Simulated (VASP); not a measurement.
AlBiO4: single point with PBE

AlBiO4:

```
Al Bi O
1.0
     3.65198    0.00000    0.00000
    -1.82599    3.16271    0.00000
     0.00000    0.00000    7.83333
Al Bi O
1 1 4
Direct
  0.00000 0.00000 0.00000
  0.00000 0.00000 0.50000
  0.00000 0.00000 0.76798
  0.00000 0.00000 0.23202
  0.33333 0.66667 0.00000
  0.66667 0.33333 0.00000
```

The cell was built from a structure type or drawn by symmetry, and may not be a known phase.

```
Program                : VASP 6.6.1
Task                   : single point
Functional             : PBE
Potentials or basis    : VASP PAW PBE potentials, release 64 (Al, Bi_d, O)
Cutoff                 : 520 eV
k mesh                 : 6 × 6 × 4
Occupations            : gaussian, width 0.1 eV
Spin                   : no spin polarisation
Dipole correction      : no
Further INCAR settings : ALGO = Normal; EDIFF = 1e-06; NBANDS = 30
```

* Pressure: 0.0 GPa
* Largest force: 0.061 eV/Å
* Band gap on the k mesh: zero (bands 21 and 22 overlap by 0.01 eV)

Forces in eV/Å, atoms in the order of the input:
```
Al   0.000  0.000  0.000
Bi   0.000  0.000  0.000
O    0.000  0.000  0.061
O    0.000  0.000 -0.061
O    0.000  0.000  0.000
O    0.000  0.000  0.000
```

Stress tensor (GPa, compression positive):
```
-0.16  0.00  0.00
 0.00 -0.16  0.00
 0.00  0.00  0.45
```

Levels at points of the mesh, in eV from the Fermi level:
```
           k point  band 19  band 20  band 21  band 22  band 23  band 24
(0.00, 0.00, 0.00)    -0.86    -0.23    -0.23     0.21     4.34     5.03
(0.50, 0.00, 0.00)    -0.82    -0.67    -0.27     0.01     0.64     3.04
(0.00, 0.00, 0.50)    -0.69     0.00     0.00     0.21     3.76     5.00
(0.50, 0.00, 0.50)    -0.75    -0.46    -0.25     0.31     0.64     3.00
```

It took 110 s on 1 thread of AMD EPYC 7R43 64-Core Processor (Zen 3), on a shared host, peak memory 0.19 GiB.

Caveat: spin-orbit coupling is left out, which moves the levels of the heavy elements.
